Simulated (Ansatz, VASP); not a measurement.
# SnO: VASP beside Ansatz

```
Sn O
1.0
     3.53800    0.00000    0.00000
     0.00000    3.53800    0.00000
     0.00000    0.00000    4.98810
Sn O
2 2
Direct
  0.00000 0.50000 0.24247
  0.50000 0.00000 0.75753
  0.00000 0.00000 0.00000
  0.50000 0.50000 0.00000
```

Alike in both runs: task single point; functional PBEsol; k mesh 10 × 10 × 8; occupations gaussian, width 0.15 eV; no spin polarisation.

```csv
,VASP,Ansatz
version,VASP 6.6.1,Ansatz 0.2.0
potentials or method,"VASP PAW PBE potentials, release 64 (Sn_d, O), cutoff 520 eV","scalar-relativistic, plane waves, PAW"
valence electrons in the cell,40,40
```

```tsv
	VASP	Ansatz	Ansatz less VASP
gap on the k mesh at the Fermi level (eV)	none	none	-
pressure (GPa)	14.4	13.9	-0.49
traceless stress, the component that is largest in VASP (GPa)	-9.55	-9.60	-0.054
rms of the force components (eV/Å)	0.397	0.345	-0.0518
```

VASP's potentials were made for PBE, not for PBEsol, and Ansatz warns of the same on its side. Atom by atom the forces differ by 0.052 eV/Å (rms over components). A gap of «none» marks a metal or a gap that the smearing closes.
